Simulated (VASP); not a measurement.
# Pt (P6_3/mmc) in VASP: a series of runs, part 2 of 2

VASP 6.6.1. Earlier steps stand in the parts before.

### 3 Single point, r2SCAN

This run uses another cell than the first one, of 14.08 Å³/atom, 0.947 times its volume.

POSCAR

```
Pt
1.0
    2.6733773945      0.0000000000      0.0000000000
   -1.3366886973      2.3152127376      0.0000000000
    0.0000000000      0.0000000000      4.5499214827
Pt
2
Direct
    0.3333333333      0.6666666667      0.2500000000
    0.6666666667      0.3333333333      0.7500000000
```

INCAR.step1

```
PREC = Accurate
ENCUT = 550
ISMEAR = -1
SIGMA = 0.05
LREAL = F
LASPH = T
NELM = 120
NBANDS = 25
GGA = PE
ALGO = Normal
EDIFF = 1E-5
LWAVE = T
LCHARG = F
GGA_COMPAT = F
```

INCAR.step2

```
PREC = Accurate
ENCUT = 550
EDIFF = 1E-6
ISMEAR = -1
SIGMA = 0.05
LREAL = F
LASPH = T
NELM = 120
ALGO = Normal
ISIF = 2
LWAVE = F
LCHARG = T
METAGGA = R2SCAN
LMIXTAU = T
LELF = T
LVHAR = T
NBANDS = 25
ISTART = 1
GGA_COMPAT = F
```

KPOINTS

```
regular mesh
0
Gamma
  8 8 5
```

Potentials or basis: VASP PAW PBE potentials, release 64 (Pt_sv_GW).

On the command line:

```sh
> cat potpaw_PBE.64/Pt_sv_GW/POTCAR > POTCAR
> cp INCAR.step1 INCAR
> mpirun -np 1 vasp_std > vasp.out
> cp INCAR.step2 INCAR
> mpirun -np 1 vasp_std > vasp.out
```

OUTCAR:

```text
PREC = Accurate
   ENCUT = 550
   EDIFF = 1E-6
   ISMEAR = -1
   LREAL = F
   LASPH = T
   NELM = 120
   ISIF = 2
   METAGGA = R2SCAN
   ISTART = 1

 ion  position               nearest neighbor table
   1  0.333  0.667  0.250-   2 2.75   2 2.75   2 2.75   2 2.75   2 2.75   2 2.75
   2  0.667  0.333  0.750-   1 2.75   1 2.75   1 2.75   1 2.75   1 2.75   1 2.75

  LATTYP: Found a hexagonal cell.
 ALAT       =     2.6733773945
 C/A-ratio  =     1.7019375910

  Lattice vectors:

 A1 = (   2.6733773945,   0.0000000000,   0.0000000000)
 A2 = (  -1.3366886973,   2.3152127376,   0.0000000000)
 A3 = (   0.0000000000,   0.0000000000,   4.5499214827)

Analysis of symmetry for initial positions (statically):
=====================================================================
 Subroutine PRICEL returns:
 Original cell was already a primitive cell.

 Routine SETGRP: Setting up the symmetry group for a
 hexagonal supercell.

 Subroutine GETGRP returns: Found 24 space group operations
 (whereof 12 operations were pure point group operations)
 out of a pool of 24 trial point group operations.

The static configuration has the point symmetry D_3d.
 The point group associated with its full space group is D_6h.

Analysis of symmetry for dynamics (positions and initial velocities):
=====================================================================
 Subroutine PRICEL returns:
 Original cell was already a primitive cell.

 Routine SETGRP: Setting up the symmetry group for a
 hexagonal supercell.

 Subroutine GETGRP returns: Found 24 space group operations
 (whereof 12 operations were pure point group operations)
 out of a pool of 24 trial point group operations.

The dynamic configuration has the point symmetry D_3d.
 The point group associated with its full space group is D_6h.

 Subroutine INISYM returns: Found 24 space group operations
[... 103 lines left out ...]
   ISIF   =      2    stress and relaxation
   ISYM   =      2    0-nonsym 1-usesym 2-fastsym
   POTIM  = 0.5000    time-step for ionic-motion
   TEBEG  =    0.0;   TEEND  =   0.0 temperature during run
   PSTRESS=    0.0 pullay stress
   NELECT =      36.0000    total number of electrons
   NUPDOWN=      -1.0000    fix difference up-down
   EMIN   =  10.00;   EMAX   =-10.00  energy-range for DOS
   EFERMI =   0.00;   METHOD = LEGACY
   ISMEAR =    -1;   SIGMA  =   0.05  broadening in eV -4-tet -1-fermi 0-gaus
   EFERMI_NEDOS =   21; number of points for ismear=-14 and -15
   IALGO  =     38    algorithm
   IMIX   =      4    mixing-type and parameters
     AMIX     =   0.40;   BMIX     =  1.00
     AMIX_MAG =   1.60;   BMIX_MAG =  1.00
  volume/ion in A,a.u.               =      14.08        95.02
  Fermi-wavevector in a.u.,A,eV,Ry     =   1.776740  3.357552 42.950958  3.156806
  Thomas-Fermi vector in A             =   2.842274
   LORBIT       =      0    0 simple, 1 ext, 2 COOP (PROOUT), +10 PAW based schemes
   METAGGA = R2SCAN    functional components
   LHFCALC =     F    Hartree Fock is set to
   AEXX    =    0.0000 exact exchange contribution
   IVDW    =     0    specifies the selected vdW correction
   LEPSILON=     F    determine dielectric tensor
   LRPA    =     F    only Hartree local field effects (RPA)
 non-spin polarized calculation
  energy-cutoff  :      550.00
  volume of cell :       28.16
 maximum number of plane-waves:       841
   NGX = 11   NGY = 11   NGZ = 17

 number of electron      35.9999997 magnetization

 Free energy of the ion-electron system (eV)
  ---------------------------------------------------
  ext. energy  EPLUGINS =         0.00000000
  ---------------------------------------------------
  free energy    TOTEN  =      -102.47066066 eV

  energy without entropy =     -102.44961236  energy(sigma->0) =     -102.46013651

 E-fermi :  11.7142     XC(G=0): -15.8038

 val. band max:       11.7053110876   @ k =   0.5000   0.0000   0.4000
 cond. band min:      11.7241364110   @ k =   0.2500   0.0000   0.0000
 fundamental gap:      0.0188253233
 Fermi energy:        11.7142093831

 k-point     1 :       0.0000    0.0000    0.0000
  band No.  band energies     occupation
      1     -89.1320      2.00000
      2     -89.0884      2.00000
      3     -42.9820      2.00000
      4     -42.5366      2.00000
      5     -42.5366      2.00000
      6     -42.4638      2.00000
[... 661 lines left out ...]
     24      28.4303      0.00000
     25      28.9841      0.00000

 [... further k-points ...]
[... 5 lines left out ...]
  --------------------------------------------------------------------------------------
  -------------------------------------------------------------------------------------
  Total        4.8723299      4.8723299      4.8774135     -0.0000000     -0.0000000      0.0000000
  in kB      277.1993398    277.1993398    277.4885597     -0.0000000     -0.0000000      0.0000000
  external PRESSURE =     277.2957464 kB  Pullay stress =       0.0000000 kB

 VOLUME and BASIS-vectors are now :
 -----------------------------------------------------------------------------
  energy-cutoff  :      550.00
  volume of cell :       28.16
      direct lattice vectors                 reciprocal lattice vectors
     2.673377395  0.000000000  0.000000000     0.374058673  0.215962875  0.000000000
    -1.336688697  2.315212738  0.000000000     0.000000000  0.431925751  0.000000000
     0.000000000  0.000000000  4.549921483     0.000000000  0.000000000  0.219784012

 POSITION                                       TOTAL-FORCE (eV/Angst)
 -----------------------------------------------------------------------------------
     -0.00000      1.54348      1.13748         0.000000      0.000000      0.000000
      1.33669      0.77174      3.41244        -0.000000      0.000000      0.000000
 -----------------------------------------------------------------------------------
    total drift:                                0.000000     -0.000000      0.000000

  FREE ENERGIE OF THE ION-ELECTRON SYSTEM (eV)
  ---------------------------------------------------
  free  energy   TOTEN  =      -102.4706606614 eV

  energy  without entropy=     -102.4496123595  energy(sigma->0) =     -102.46013651
```

OSZICAR.step1:

```text
N       E                     dE             d eps       ncg     rms          rms(c)
DAV:   1     0.446590674322E+03    0.44659E+03   -0.27980E+04  1596   0.169E+03
DAV:   2     0.140739635256E+01   -0.44518E+03   -0.43673E+03  1727   0.617E+02
DAV:   3    -0.133644005946E+02   -0.14772E+02   -0.14627E+02  1747   0.110E+02
DAV:   4    -0.134579148816E+02   -0.93514E-01   -0.93449E-01  1752   0.896E+00
DAV:   5    -0.134583656806E+02   -0.45080E-03   -0.45074E-03  1758   0.597E-01    0.959E+01
DAV:   6    -0.118060259333E+02    0.16523E+01   -0.29415E+00  1612   0.144E+01    0.522E+01
DAV:   7    -0.117265791210E+02    0.79447E-01   -0.85735E-01  1805   0.705E+00    0.738E+00
DAV:   8    -0.116861765958E+02    0.40403E-01   -0.16653E-01  1606   0.389E+00    0.867E-01
DAV:   9    -0.116860660605E+02    0.11054E-03   -0.30843E-03  1624   0.549E-01    0.337E-01
DAV:  10    -0.116860126364E+02    0.53424E-04   -0.75214E-05  1756   0.105E-01    0.202E-01
DAV:  11    -0.116860172555E+02   -0.46191E-05   -0.17950E-05  1046   0.391E-02
   1 F= -.11686017E+02 E0= -.11674942E+02  d E =-.221505E-01
```

Wall time 1.9 min (1 thread of Intel Xeon Platinum 8488C (Sapphire Rapids), shared host); peak memory 0.16 GiB.

What came out:

| Property | Result |
| --- | --- |
| Free energy | -102.4707 eV |
| Pressure | 27.7 GPa |
| Band gap on the k mesh | zero (band 18 reaches 12.34 eV, above the bottom of band 19 at 10.91 eV) |

Caveat: the PAW data sets were made with another functional, which shifts forces and pressure a little; spin-orbit coupling is left out, which moves the levels of the heavy elements.
